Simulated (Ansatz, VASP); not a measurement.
Pb: VASP beside Ansatz

```xyz
1
Lattice="0.0000 2.4245 2.4245 2.4245 0.0000 2.4245 2.4245 2.4245 0.0000" Properties=species:S:1:pos:R:3 pbc="T T T"
Pb    0.0000    0.0000    0.0000
```

Alike in both runs: task single point; functional BLYP; dispersion D4; k mesh 9 × 9 × 9; occupations fermi-dirac, width 0.05 eV; no spin polarisation.

|  | VASP | Ansatz |
| --- | --- | --- |
| version | VASP 6.6.1 | Ansatz 0.2.0 |
| potentials or method | VASP PAW PBE potentials, release 64 (Pb_d) | Ansatz PAW |
| plane-wave cutoff (eV) | 520 | 420 |
| valence electrons in the cell | 14 | 14 |

VASP gave:

| Property | Result |
| --- | --- |
| gap on the k mesh at the Fermi level (eV) | none |
| pressure (GPa) | 5.6 |

What did Ansatz give for the same quantities?

gap on the k mesh at the Fermi level (eV): none; pressure (GPa): 5.4.

VASP's potentials were made for PBE, not for BLYP. A gap of «none» marks a metal or a gap that the smearing closes.

Neither program's run includes spin-orbit coupling.
